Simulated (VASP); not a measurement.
# Ge (Fmmm) in VASP: single point with r2SCAN

Aim: the single point of Ge with r2SCAN.

Everything below comes from runs of VASP 6.6.1. Logs are shortened: lines on timing, memory, paths and dates and some standing lists are left out, and cuts for length are marked.

## Step 1: The cell of the first run

Symmetry: Fmmm, No. 69, orthorhombic system. The conventional cell has a = 5.261 Å, b = 5.771 Å, c = 10.231 Å, α = 90.00°, β = 90.00°, γ = 90.00°. Within 3.7 Å of Ge (site symmetry mm2) lie 12 Ge at 2.71 to 3.69 Å. Ge (site symmetry m2m) has 8 Ge at 2.61 to 3.17 Å within 3.4 Å.

## Step 2: Single point, r2SCAN

Input file POSCAR:

```
Ge
1.0
    0.0000000000      2.8857400000      5.1156650000
    2.6304970000      0.0000000000      5.1156650000
    2.6304970000      2.8857400000      0.0000000000
Ge
4
Direct
    0.7818670000      0.7818670000      0.2181330000
    0.2181330000      0.2181330000      0.7818670000
    0.2735100000      0.7264900000      0.2735100000
    0.7264900000      0.2735100000      0.7264900000
```

Input file INCAR.step1:

```
SYSTEM = Ge
PREC = Accurate
ENCUT = 520
ISMEAR = 0
SIGMA = 0.15
LREAL = .FALSE.
LASPH = .TRUE.
NELM = 80
NBANDS = 36
GGA = PE
ALGO = Normal
EDIFF = 1E-4
LWAVE = .TRUE.
LCHARG = .FALSE.
```

Input file INCAR.step2:

```
SYSTEM = Ge
PREC = Accurate
ENCUT = 520
EDIFF = 1E-6
ISMEAR = 0
SIGMA = 0.15
LREAL = .FALSE.
LASPH = .TRUE.
NELM = 80
ALGO = Normal
ISIF = 2
LWAVE = .FALSE.
LCHARG = .FALSE.
METAGGA = R2SCAN
LMIXTAU = .TRUE.
NBANDS = 36
ISTART = 1
```

Input file KPOINTS:

```
regular mesh
0
G
  7 7 7
  0 0 0
```

Potentials or basis: VASP PAW PBE potentials, release 64 (Ge_d).

On the command line:

```
cat potpaw_PBE.64/Ge_d/POTCAR > POTCAR
cp INCAR.step1 INCAR
mpirun -np 1 vasp_std > vasp.out
cp INCAR.step2 INCAR
mpirun -np 1 vasp_std > vasp.out
```

OUTCAR:

```text
SYSTEM = Ge
   PREC = Accurate
   ENCUT = 520
   EDIFF = 1E-6
   ISMEAR = 0
   LREAL = .FALSE.
   LASPH = .TRUE.
   NELM = 80
   ISIF = 2
   METAGGA = R2SCAN
   ISTART = 1

 ion  position               nearest neighbor table
   1  0.782  0.782  0.218-   2 2.71   2 2.71   3 2.73   4 2.73
   2  0.218  0.218  0.782-   1 2.71   1 2.71   3 2.73   4 2.73
   3  0.274  0.726  0.274-   4 2.61   4 2.64   4 2.64   2 2.73   1 2.73
   4  0.726  0.274  0.726-   3 2.61   3 2.64   3 2.64   2 2.73   1 2.73

  LATTYP: Found a face centered orthorhombic cell.
 ALAT       =     5.2609940000
 B/A-ratio  =     1.0970322338
 C/A-ratio  =     1.9447522654

  Lattice vectors:

 A1 = (   0.0000000000,   2.8857400000,   5.1156650000)
 A2 = (   2.6304970000,   0.0000000000,   5.1156650000)
 A3 = (   2.6304970000,   2.8857400000,   0.0000000000)

Analysis of symmetry for initial positions (statically):
=====================================================================
 Subroutine PRICEL returns:
 Original cell was already a primitive cell.

 Routine SETGRP: Setting up the symmetry group for a
 face centered orthorhombic supercell.

 Subroutine GETGRP returns: Found  8 space group operations
 (whereof  8 operations were pure point group operations)
 out of a pool of  8 trial point group operations.

The static configuration has the point symmetry D_2h.

Analysis of symmetry for dynamics (positions and initial velocities):
=====================================================================
 Subroutine PRICEL returns:
 Original cell was already a primitive cell.

 Routine SETGRP: Setting up the symmetry group for a
 face centered orthorhombic supercell.

 Subroutine GETGRP returns: Found  8 space group operations
 (whereof  8 operations were pure point group operations)
 out of a pool of  8 trial point group operations.

The dynamic configuration has the point symmetry D_2h.

 Subroutine INISYM returns: Found  8 space group operations
 (whereof  8 operations are pure point group operations),
 and found     1 'primitive' translations

----------------------------------------------------------------------------------------

                                     Primitive cell

  volume of cell :      77.6653

  direct lattice vectors                    reciprocal lattice vectors
     0.000000000  2.885740000  5.115665000    -0.190078149  0.173265783  0.097739004
     2.630497000  0.000000000  5.115665000     0.190078149 -0.173265783  0.097739004
     2.630497000  2.885740000  0.000000000     0.190078149  0.173265783 -0.097739004

  length of vectors
     5.873459265  5.752351072  3.904741965     0.275142957  0.275142957  0.275142957

  position of ions in fractional coordinates (direct lattice)
     0.781867000  0.781867000  0.218133000
     0.218133000  0.218133000  0.781867000
     0.273510000  0.726490000  0.273510000
     0.726490000  0.273510000  0.726490000

  ion indices of the primitive-cell ions
   primitive index   ion index
                 1           1
                 2           2
                 3           3
                 4           4

----------------------------------------------------------------------------------------

 KPOINTS: regular mesh

Automatic generation of k-mesh.
 Grid dimensions read from file:
 generate k-points for:    7    7    7

 Generating k-lattice:

  Cartesian coordinates                     Fractional coordinates (reciprocal lattice)
    -0.027154021  0.024752255  0.013962715     0.142857143 -0.000000000 -0.000000000
     0.027154021 -0.024752255  0.013962715     0.000000000  0.142857143  0.000000000
     0.027154021  0.024752255 -0.013962715     0.000000000  0.000000000  0.142857143

  Length of vectors
     0.039306137  0.039306137  0.039306137

  Shift w.r.t. Gamma in fractional coordinates (k-lattice)
     0.000000000  0.000000000  0.000000000

 Subroutine IBZKPT returns following result:
 ===========================================

 Found     64 irreducible k-points:

 Following reciprocal coordinates:
            Coordinates               Weight
  0.000000  0.000000  0.000000      1.000000
  0.142857  0.000000  0.000000      8.000000
  0.285714  0.000000  0.000000      8.000000
  0.428571  0.000000  0.000000      8.000000
  0.142857  0.142857  0.000000      2.000000
  0.285714  0.142857  0.000000      8.000000
[... 16 lines left out ...]
  0.000000  0.142857  0.142857      2.000000
  0.285714  0.142857  0.142857      4.000000
 [... further k-points ...]
   k-points           NKPTS =     64   k-points in BZ     NKDIM =     64   number of bands    NBANDS=     36
   number of dos      NEDOS =    301   number of ions     NIONS =      4
   total plane-waves  NPLWV =  69120
   dimension x,y,z NGX =    48 NGY =   48 NGZ =   30
   dimension x,y,z NGXF=    96 NGYF=   96 NGZF=   60
   ions per type =               4
   NGX,Y,Z   is equivalent  to a cutoff of  13.59, 13.87, 12.77 a.u.
   NGXF,Y,Z  is equivalent  to a cutoff of  27.17, 27.74, 25.55 a.u.
 SYSTEM =  Ge
   PREC   = accura    normal or accurate (medium, high low for compatibility)
   ISTART =      1    job   : 0-new  1-cont  2-samecut
   ICHARG =      0    charge: 1-file 2-atom 10-const
   ISPIN  =      1    spin polarized calculation?
   LNONCOLLINEAR =      F non collinear calculations
   LSORBIT =      F    spin-orbit coupling
   LASPH  =      T    aspherical Exc in radial PAW
   ENCUT  =  520.0 eV  38.22 Ry    6.18 a.u.  10.92 10.70  7.26*2*pi/ulx,y,z
   NELM   =     80;   NELMIN=  2; NELMDL=  0     # of ELM steps
   EDIFF  = 0.1E-05   stopping-criterion for ELM
   LREAL  =      F    real-space projection
   EDIFFG = 0.1E-04   stopping-criterion for IOM
   NSW    =      0    number of steps for IOM
   IBRION =     -1    ionic relax: 0-MD 1-quasi-New 2-CG
   NFREE  =      0    steps in history (QN), initial steepest desc. (CG)
   ISIF   =      2    stress and relaxation
   ISYM   =      2    0-nonsym 1-usesym 2-fastsym
   POTIM  = 0.5000    time-step for ionic-motion
   TEBEG  =    0.0;   TEEND  =   0.0 temperature during run
   PSTRESS=    0.0 pullay stress
   NELECT =      56.0000    total number of electrons
   NUPDOWN=      -1.0000    fix difference up-down
   EMIN   =  10.00;   EMAX   =-10.00  energy-range for DOS
   EFERMI =   0.00;   METHOD = LEGACY
   ISMEAR =     0;   SIGMA  =   0.15  broadening in eV -4-tet -1-fermi 0-gaus
   EFERMI_NEDOS =   21; number of points for ismear=-14 and -15
   IALGO  =     38    algorithm
   IMIX   =      4    mixing-type and parameters
     AMIX     =   0.40;   BMIX     =  1.00
     AMIX_MAG =   1.60;   BMIX_MAG =  1.00
  volume/ion in A,a.u.               =      19.42       131.03
  Fermi-wavevector in a.u.,A,eV,Ry     =   1.468008  2.774133 29.321208  2.155048
  Thomas-Fermi vector in A             =   2.583557
   LORBIT       =      0    0 simple, 1 ext, 2 COOP (PROOUT), +10 PAW based schemes
   METAGGA = R2SCAN    functional components
   LHFCALC =     F    Hartree Fock is set to
   AEXX    =    0.0000 exact exchange contribution
   IVDW    =     0    specifies the selected vdW correction
   LEPSILON=     F    determine dielectric tensor
   LRPA    =     F    only Hartree local field effects (RPA)
 non-spin polarized calculation
 Gauss-broadening in eV      SIGMA  =   0.15
  energy-cutoff  :      520.00
  volume of cell :       77.67
 maximum number of plane-waves:      2111
 NGX is ok and might be reduce to    48
   NGX = 21   NGY = 21   NGZ = 15

 number of electron      55.9999999 magnetization

 Free energy of the ion-electron system (eV)
  ---------------------------------------------------
  ext. energy  EPLUGINS =         0.00000000
  ---------------------------------------------------
  free energy    TOTEN  =       -54.03613111 eV

  energy without entropy =      -54.02104595  energy(sigma->0) =      -54.02858853

 E-fermi :   6.1642     XC(G=0): -12.1068

 val. band max:        6.1584282753   @ k =   0.2857   0.1429   0.0000
 cond. band min:       6.2245968152   @ k =   0.4286  -0.2857   0.2857
 fundamental gap:      0.0661685398
 Fermi energy:         6.1642008950

 k-point     1 :       0.0000    0.0000    0.0000
  band No.  band energies     occupation
      1     -19.3076      2.00000
      2     -19.2574      2.00000
      3     -19.2207      2.00000
      4     -19.2062      2.00000
      5     -19.2050      2.00000
      6     -19.2020      2.00000
[... 28 lines left out ...]
     35      13.7415      0.00000
     36      13.9178      0.00000

 k-point     2 :       0.1429    0.0000    0.0000
  band No.  band energies     occupation
      1     -19.2949      2.00000
      2     -19.2509      2.00000
      3     -19.2212      2.00000
      4     -19.2082      2.00000
      5     -19.2007      2.00000
      6     -19.1992      2.00000
[... 28 lines left out ...]
     35      13.2225      0.00000
     36      13.7031      0.00000

 k-point     3 :       0.2857    0.0000    0.0000
  band No.  band energies     occupation
      1     -19.2598      2.00000
      2     -19.2326      2.00000
      3     -19.2252      2.00000
      4     -19.2117      2.00000
      5     -19.1939      2.00000
      6     -19.1845      2.00000
[... 28 lines left out ...]
     35      13.2416      0.00000
     36      13.4148      0.00000

 k-point     4 :       0.4286    0.0000    0.0000
  band No.  band energies     occupation
      1     -19.2293      2.00000
      2     -19.2209      2.00000
      3     -19.2114      2.00000
      4     -19.2016      2.00000
      5     -19.1871      2.00000
      6     -19.1697      2.00000
[... 28 lines left out ...]
     35      12.9123      0.00000
     36      13.1223      0.00000

 k-point     5 :       0.1429    0.1429    0.0000
  band No.  band energies     occupation
      1     -19.3060      2.00000
      2     -19.2566      2.00000
      3     -19.2153      2.00000
      4     -19.2049      2.00000
      5     -19.2044      2.00000
      6     -19.2023      2.00000
[... 655 lines left out ...]
 k-point    22 :      -0.1429    0.0000    0.1429
  band No.  band energies     occupation
      1     -19.2740      2.00000
      2     -19.2459      2.00000
      3     -19.2205      2.00000
      4     -19.2072      2.00000
      5     -19.1975      2.00000
      6     -19.1939      2.00000
[... 28 lines left out ...]
     35      12.5385      0.00000
     36      13.1151      0.00000

 k-point    23 :       0.0000    0.1429    0.1429
  band No.  band energies     occupation
      1     -19.2751      2.00000
      2     -19.2469      2.00000
      3     -19.2268      2.00000
      4     -19.2069      2.00000
      5     -19.2017      2.00000
      6     -19.1979      2.00000
[... 28 lines left out ...]
     35      12.5525      0.00000
     36      13.8698      0.00000

 k-point    24 :       0.2857    0.1429    0.1429
  band No.  band energies     occupation
      1     -19.2953      2.00000
      2     -19.2408      2.00000
      3     -19.2225      2.00000
      4     -19.2126      2.00000
      5     -19.1985      2.00000
      6     -19.1908      2.00000
[... 28 lines left out ...]
     35      13.0960      0.00000
     36      13.9547      0.00000

 [... further k-points ...]

------------------------ aborting loop because EDIFF is reached ----------------------------------------

  FORCE on cell =-STRESS in cart. coord.  units (eV):
  Direction    XX          YY          ZZ          XY          YZ          ZX
  --------------------------------------------------------------------------------------
  -------------------------------------------------------------------------------------
  Total       -1.6083767     -1.0258532     -1.0702394      0.0000000      0.0000000      0.0000000
  in kB      -33.1796085    -21.1625849    -22.0782374      0.0000000      0.0000000      0.0000000
  external PRESSURE =     -25.4734769 kB  Pullay stress =       0.0000000 kB

 VOLUME and BASIS-vectors are now :
 -----------------------------------------------------------------------------
  energy-cutoff  :      520.00
  volume of cell :       77.67
      direct lattice vectors                 reciprocal lattice vectors
     0.000000000  2.885740000  5.115665000    -0.190078149  0.173265783  0.097739004
     2.630497000  0.000000000  5.115665000     0.190078149 -0.173265783  0.097739004
     2.630497000  2.885740000  0.000000000     0.190078149  0.173265783 -0.097739004

 POSITION                                       TOTAL-FORCE (eV/Angst)
 -----------------------------------------------------------------------------------
      2.63050      2.88574      7.99954         0.000000      0.000000      0.041882
      2.63050      2.88574      2.23179         0.000000      0.000000     -0.041882
      2.63050      1.57856      5.11566         0.000000      0.022577     -0.000000
      2.63050      4.19292      5.11566         0.000000     -0.022577     -0.000000
 -----------------------------------------------------------------------------------
    total drift:                                0.000000      0.000000      0.000000

  FREE ENERGIE OF THE ION-ELECTRON SYSTEM (eV)
  ---------------------------------------------------
  free  energy   TOTEN  =       -54.0361311147 eV

  energy  without entropy=      -54.0210459538  energy(sigma->0) =      -54.02858853
```

Wall time 9.4 min (1 thread of Intel Xeon Platinum 8488C (Sapphire Rapids), shared host); peak memory 0.34 GiB.

What came out:

- Free energy: -54.0361 eV
- Pressure: -2.5 GPa
- Largest force: 0.042 eV/Å
- Band gap on the k mesh: zero (bands 28 and 29 overlap by 2.87 eV)

Forces on the atoms (eV/Å):
```
Ge   0.000  0.000  0.042
Ge   0.000  0.000 -0.042
Ge   0.000  0.023  0.000
Ge   0.000 -0.023  0.000
```

Levels at points of the mesh, in eV from the Fermi level:
```tsv
k point	band 26	band 27	band 28	band 29	band 30	band 31
(0.00, 0.00, 0.00)	-2.50	-2.12	-2.00	-1.71	3.37	4.22
```

Caveat: the PAW data sets were made with another functional, which shifts forces and pressure a little.
